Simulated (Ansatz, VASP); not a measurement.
# WC: VASP beside Ansatz

The input INCAR:

```
SYSTEM = WC
  ALGO = Fast
  EDIFF = 1E-6
  ENCUT = 520
  GGA = PS
  ISIF = 2
  ISMEAR = 0
  LASPH = .True.
  LCHARG = .True.
  LELF = .True.
  LREAL = .False.
  LVHAR = .True.
  LWAVE = .False.
  NBANDS = 16
  NELM = 100
  PREC = Accurate
  SIGMA = 0.15
```

File KPOINTS:

```
k-points
0
Gamma
  24 24 22
  0 0 0
```

Contents of POSCAR:

```
WC
1.0
    2.8404453930      0.0000000000      0.0000000000
   -1.4202226965      2.5100998657      0.0000000000
    0.0000000000      0.0000000000      2.8276119040
W C
1 1
Direct
    0.0000000000      0.0000000000      0.0000000000
    0.6666666667      0.3333333333      0.5000000000
```

Input for Ansatz:

```yaml
crystal:
  lattice:
    - [2.840445393, 0.0, 0.0]
    - [-1.4202226965, 2.5100998657, 0.0]
    - [0.0, 0.0, 2.827611904]
  atoms:
    - { symbol: W, position: [0.0, 0.0, 0.0] }
    - { symbol: C, position: [0.6666666667, 0.3333333333, 0.5] }
basis:
  ecutwfc: 420
kpoints:
  mp_grid: { grid: [24, 24, 22] }
hamiltonian:
  xc: pbesol
scf:
  occupations: { method: gaussian, width: 0.15 }
output:
  forces: true
  stress: true
  eigenvalues: true
```

Change from the starting cell: strain -0.0200 x Voigt [1, 0, 0, 0, 0, 0], atoms carried along.

Alike in both runs: task single point; functional PBEsol; k mesh 24 × 24 × 22; occupations gaussian, width 0.15 eV; no spin polarisation.

```csv
,VASP,Ansatz
version,VASP 6.6.1,Ansatz 0.2.0
potentials or method,"VASP PAW PBE potentials, release 64 (W_sv, C), cutoff 520 eV","scalar-relativistic, plane waves, PAW"
valence electrons in the cell,18,18
```

|  | VASP | Ansatz | Ansatz less VASP |
| --- | --- | --- | --- |
| gap on the k mesh at the Fermi level (eV) | none | none | - |
| pressure (GPa) | 9.8 | 8.4 | -1.48 |
| traceless stress, the component that is largest in VASP (GPa) | 7.89 | 7.96 | +0.076 |
| rms of the force components (eV/Å) | 0.073 | 0.071 | -0.0017 |

VASP's potentials were made for PBE, not for PBEsol. Atom by atom the forces differ by 0.002 eV/Å (rms over components). A gap of «none» marks a metal or a gap that the smearing closes.

Neither program's run includes spin-orbit coupling.
